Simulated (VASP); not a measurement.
Set up this calculation in VASP 6.6.1, as the native input.

```
Task                               : single point
Functional                         : HSE06
Potentials or basis                : VASP PAW PBE potentials, release 64 (V_sv, H)
Cutoff                             : 400 eV
k mesh                             : 2 × 4 × 4
Occupations                        : fermi-dirac, width 0.1 eV
Spin                               : collinear spin, ferromagnetic start
Starting moments                   : [0.4, 0.4, 0.0, 0.0, 0.0, 0.0] μB
Dipole correction                  : no
Grid for exact exchange (PRECFOCK) : Normal
Further INCAR settings             : ALGO = Normal; EDIFF = 1e-06; NBANDS = 28
Share of exact exchange            : 0.25
Screening parameter                : 0.2079 1/Å
```

Crystal: VH2.

```
V H
1.0
     0.00000    4.27100    4.27100
     2.13550    0.00000    2.13550
     2.13550    2.13550    0.00000
V H
2 4
Cartesian
  0.0000 0.0000 0.0000
  0.0000 2.1355 2.1355
  1.0677 1.0677 1.0677
  1.0677 3.2033 3.2033
  3.2032 3.2032 3.2032
  3.2032 5.3388 5.3388
```

The input as run:

POSCAR

```
VH2
1.0
    0.0000000000      4.2710000000      4.2710000000
    2.1355000000      0.0000000000      2.1355000000
    2.1355000000      2.1355000000      0.0000000000
V H
2 4
Direct
    0.0000000000      0.0000000000      0.0000000000
    0.5000000000      0.0000000000      0.0000000000
    0.1250000000      0.2500000000      0.2500000000
    0.6250000000      0.2500000000      0.2500000000
    0.3750000000      0.7500000000      0.7500000000
    0.8750000000      0.7500000000      0.7500000000
```

INCAR.step1

```
SYSTEM = VH2
PREC = Accurate
ENCUT = 400
EDIFF = 1E-5
ISMEAR = -1
SIGMA = 0.1
LREAL = .False.
LASPH = .True.
NELM = 200
ALGO = Normal
ISIF = 2
LWAVE = .True.
ISPIN = 2
MAGMOM = 0.4 0.4 0 0 0 0
LORBIT = 11
LMAXMIX = 4
GGA = PE
NBANDS = 28
GGA_COMPAT = .False.
```

INCAR.step2

```
SYSTEM = VH2
PREC = Accurate
ENCUT = 400
EDIFF = 1E-6
ISMEAR = -1
SIGMA = 0.1
LREAL = .False.
LASPH = .True.
NELM = 200
ALGO = Normal
ISIF = 2
LWAVE = .False.
LCHARG = .True.
ISPIN = 2
MAGMOM = 0.4 0.4 0 0 0 0
LORBIT = 11
LMAXMIX = 4
GGA = PE
LHFCALC = .True.
HFSCREEN = 0.2079
PRECFOCK = Normal
LELF = .True.
LVHAR = .True.
ISTART = 1
NBANDS = 28
GGA_COMPAT = .False.
```

KPOINTS

```
regular mesh
0
Gamma
  2 4 4
  0 0 0
```

Potentials or basis: VASP PAW PBE potentials, release 64 (V_sv, H).

Run with:

```sh
$ cat potpaw_PBE.64/V_sv/POTCAR potpaw_PBE.64/H/POTCAR > POTCAR
$ cp INCAR.step1 INCAR
$ mpirun -np 1 vasp_std > vasp.out
$ cp INCAR.step2 INCAR
$ mpirun -np 1 vasp_std > vasp.out
```

It gave:

```
Pressure                                              : 1.6 GPa
Net moment                                            : 3.25 μB per cell
Site moments                                          : V +1.62; H -0.02 μB
Valence electrons inside the program's atomic spheres : V 11.54; H 0.61
```

Caveat: the k points lie up to 0.64 Å⁻¹ apart; the PAW data sets were made with another functional, which shifts forces and pressure a little.

Wall time 43 min on 1 thread of Intel(R) Xeon(R) Platinum 8375C CPU @ 2.90GHz (Ice Lake), on a shared host, peak memory 0.27 GiB.
